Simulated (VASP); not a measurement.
# AlN: single point with PBE

The system is AlN.

```
Al N
1.0
    -4.40317   -4.40317    4.40317
     4.40317   -4.40317   -4.40317
     4.40317    4.40317    4.40317
Al N
16 16
Direct
  0.25000 0.00000 0.75000
  0.00000 0.00000 0.00000
  0.50000 0.75000 0.75000
  0.25000 0.75000 0.00000
  0.00000 0.75000 0.25000
  0.75000 0.00000 0.25000
  0.50000 0.00000 0.50000
  0.00000 0.25000 0.75000
  0.75000 0.50000 0.75000
  0.50000 0.50000 0.00000
  0.25000 0.50000 0.25000
  0.00000 0.50000 0.50000
  0.75000 0.75000 0.50000
  0.75000 0.25000 0.00000
  0.50000 0.25000 0.25000
  0.25000 0.25000 0.50000
  0.25000 0.75000 0.75000
  0.00000 0.75000 0.00000
  0.50000 0.50000 0.75000
  0.25000 0.50000 0.00000
  0.00000 0.50000 0.25000
  0.75000 0.75000 0.25000
  0.50000 0.75000 0.50000
  0.00000 0.00000 0.75000
  0.75000 0.25000 0.75000
  0.50000 0.25000 0.00000
  0.25000 0.25000 0.25000
  0.00000 0.25000 0.50000
  0.75000 0.50000 0.50000
  0.75000 0.00000 0.00000
  0.50000 0.00000 0.25000
  0.25000 0.00000 0.50000
```

```
Program             : VASP 6.6.1
Task                : single point
Functional          : PBE
Potentials or basis : VASP PAW PBE potentials, release 64 (Al, N)
Cutoff              : 520 eV
k mesh              : 2 × 2 × 2, shifted
Occupations         : gaussian, width 0.01 eV
Spin                : no spin polarisation
```

The pressure is -0.4 GPa and the band gap on the k mesh is 4.42 eV.

Levels at points of the mesh, in eV from the valence-band top:
```
           k point  band 60  band 61  band 62  band 63  band 64  band 65  band 66  band 67  band 68  band 69
(0.25, 0.25, 0.25)     0.00     0.00     0.00     0.00     0.00     6.08     6.08     6.08     6.08     6.08
```

Wall time 4 min on 1 thread of Intel Xeon 8259CL, with other jobs on the host, peak memory 0.47 GiB.

A k mesh can miss the band edges. A hybrid or GW would open this gap; PBE tends to underestimate it.
